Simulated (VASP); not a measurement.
Crystal: BeS.

```xyz
4
Lattice="3.4622 0.0000 0.0000 -1.7311 2.9983 0.0000 0.0000 0.0000 6.9924" Properties=species:S:1:pos:R:3 pbc="T T T"
Be    0.0000    1.9989    1.7481
Be    1.7311    0.9994    5.2443
S     1.7311    0.9994    1.7481
S     0.0000    1.9989    5.2443
```

Base run:

* Program: VASP 6.6.1
* Functional: PBE
* Potentials or basis: VASP PAW PBE potentials, release 64 (Be, S)
* Cutoff: 520 eV
* k mesh: 6 × 6 × 4
* Occupations: gaussian, width 0.01 eV
* Spin: no spin polarisation

Its results: band gap on the k mesh 3.99 eV, indirect (least direct gap 4.14 eV); pressure 0.5 GPa.

Problem. The run is repeated on the same cell with these changes: functional from PBE to r2SCAN. What comes out?

Solution. Band gap on the k mesh 4.50 eV, indirect (least direct gap 4.66 eV); pressure -0.1 GPa.

r2SCAN gives the wider gap, since meta-GGAs in the generalised Kohn-Sham scheme recover part of the derivative discontinuity.

Caveats: the PAW data sets were made with another functional, which shifts forces and pressure a little (some runs).

A k mesh can miss the band edges.
